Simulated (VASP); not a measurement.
Set up this calculation in VASP 6.6.1, as the native input.

| Quantity | Value |
| --- | --- |
| Task | single point |
| Functional | PBE |
| Potentials or basis | VASP PAW PBE potentials, release 64 (Ba_sv, S) |
| Cutoff | 520 eV |
| k mesh | 6 × 6 × 6 |
| Occupations | fermi-dirac, width 0.02 eV |
| Spin | no spin polarisation |
| Dipole correction | no |
| Further INCAR settings | ALGO = Normal; EDIFF = 1e-06; NBANDS = 15 |

The structure of BaS lies in POSCAR:

```
BaS
1.0
    0.0686285295      3.5194117709      3.5194117709
    3.5194117709      0.0686285295      3.5194117709
    3.5880403004      3.5880403004      0.0000000000
Ba S
1 1
Direct
    0.0039566894      0.0039566894     -0.0039566894
    0.2460433106      0.2460433106      0.2539566894
```

This cell differs from its parent crystal: shear xy strain +3.9%.

One way to write it, as run:

INCAR

```
SYSTEM = BaS
PREC = Accurate
ENCUT = 520
EDIFF = 1E-6
ISMEAR = -1
SIGMA = 0.02
LREAL = .False.
LASPH = .True.
NELM = 100
ALGO = Normal
ISIF = 2
LWAVE = .False.
LCHARG = .True.
GGA = PE
LELF = .True.
LVHAR = .True.
NBANDS = 15
```

KPOINTS

```
regular mesh
0
Gamma
  6 6 6
  0 0 0
```

Potentials or basis: VASP PAW PBE potentials, release 64 (Ba_sv, S).

The run is started by

```sh
$ cat potpaw_PBE.64/Ba_sv/POTCAR potpaw_PBE.64/S/POTCAR > POTCAR
$ mpirun -np 1 vasp_std > vasp.out
```

Results of the run:

```
Pressure               : 0.4 GPa
Band gap on the k mesh : 2.75 eV (least direct gap 3.38 eV)
```

Caveat: the cell differs from its parent crystal (shear xy strain +3.9%); the structure was generated, so it needn't be the stable form of BaS; spin-orbit coupling is left out, which moves the levels of the heavy elements.

Wall time 94 s on 1 thread of AMD EPYC 7R13, on a shared host, peak memory 0.23 GiB.
